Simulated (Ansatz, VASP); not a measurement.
## Ga4As3P: VASP beside Ansatz

The input INCAR:

```
SYSTEM = Ga4As3P
PREC     = Accurate       ! precision mode
ENCUT    = 500            ! plane-wave cutoff, eV
EDIFF    = 1E-6           ! SCF threshold, eV
ISMEAR   = -1             ! smearing method
SIGMA    = 0.02           ! smearing width, eV
LREAL    = .FALSE.        ! projectors in reciprocal space
LASPH    = .TRUE.         ! aspherical terms in the spheres
NELM     = 200            ! most SCF steps
ALGO     = Normal         ! electronic algorithm
ISIF     = 2              ! what is computed and relaxed
LWAVE    = .FALSE.        ! write WAVECAR
LCHARG   = .TRUE.         ! write CHGCAR
LNONCOLLINEAR= .TRUE.         ! non-collinear magnetism
MAGMOM   = 0 0 0 0 0 0 0 0 0 0 0 0 0 0 0 0 0 0 0 0 0 0 0 0 ! initial moments
LORBIT   = 11             ! projections on sites
LSORBIT  = .TRUE.         ! spin-orbit coupling
GGA_COMPAT= .FALSE.      
LORBMOM  = .TRUE.       
GGA      = PE             ! functional
LVHAR    = .TRUE.       
NBANDS   = 90             ! bands
KPAR     = 4
```

Contents of KPOINTS:

```
regular mesh
0
G
  6 6 2
  0 0 0
```

File POSCAR:

```
Ga4As3P
1.0
    3.9706267320      0.0000000000      0.0000000000
    0.0000000000      3.9706267320      0.0000000000
    0.0000000000      0.0000000000     11.2099046173
P Ga As
1 4 3
Direct
    0.0000000000      0.0000000000      0.0000000000
    0.0000000000      0.5000000000      0.8814179681
    0.5000000000      0.0000000000      0.6272124747
    0.0000000000      0.5000000000      0.3727875253
    0.5000000000      0.0000000000      0.1185820319
    0.5000000000      0.5000000000      0.7542327629
    0.0000000000      0.0000000000      0.5000000000
    0.5000000000      0.5000000000      0.2457672371
```

Input for Ansatz:

```yaml
crystal:
  lattice:
    - [3.970626732, 0.0, 0.0]
    - [0.0, 3.970626732, 0.0]
    - [0.0, 0.0, 11.2099046173]
  atoms:
    - { symbol: P, position: [0.0, 0.0, 0.0] }
    - { symbol: Ga, position: [0.0, 0.5, 0.8814179681] }
    - { symbol: As, position: [0.5, 0.5, 0.7542327629] }
    - { symbol: Ga, position: [0.5, 0.0, 0.6272124747] }
    - { symbol: As, position: [0.0, 0.0, 0.5] }
    - { symbol: Ga, position: [0.0, 0.5, 0.3727875253] }
    - { symbol: As, position: [0.5, 0.5, 0.2457672371] }
    - { symbol: Ga, position: [0.5, 0.0, 0.1185820319] }
kpoints:
  mp_grid: { grid: [6, 6, 2] }
  band_path:
    path:
      - [0.0, 0.0, 0.0]
      - [0.0, 0.5, 0.0]
      - [0.5, 0.5, 0.0]
      - [0.0, 0.0, 0.5]
      - [0.0, 0.5, 0.5]
      - [0.5, 0.5, 0.5]
    npoints: 1
hamiltonian:
  xc: pbe
scf:
  occupations: { method: fermi_dirac, width: 0.02 }
  n_extra_bands: 12
magnetization:
  noncollinear: true
  spin_orbit: true
output:
  forces: true
  stress: true
  eigenvalues: true
  write_density: true
  write_potential: true
  elf: true
  volumetric_format: npy
```

Alike in both runs: task single point; functional PBE; k mesh 6 × 6 × 2; occupations fermi-dirac, width 0.02 eV; non-collinear spin, spin-orbit coupling.

|  | VASP | Ansatz |
| --- | --- | --- |
| version | VASP 6.6.1 | Ansatz 0.2.0 |
| potentials or method | VASP PAW PBE potentials, release 64 (P, Ga_d, As) | plane waves, PAW |
| plane-wave cutoff (eV) | 500 | 420 |
| valence electrons in the cell | 72 | 102 |

Ansatz gave:

```
pressure (GPa)                     : 2.7
rms of the force components (eV/Å) : 0.016
net moment per atom (μB)           : 0.00
```

**Question.** Which values does VASP return?

**Answer.** Pressure (GPa): 2.8; rms of the force components (eV/Å): 0.020; net moment per atom (μB): 0.00.

The functional is the same, so the differences come from potentials, cutoffs and numerics. VASP's potentials hold 72 valence electrons a cell and Ansatz's 102, so a difference there can come from the potentials and not from the codes.
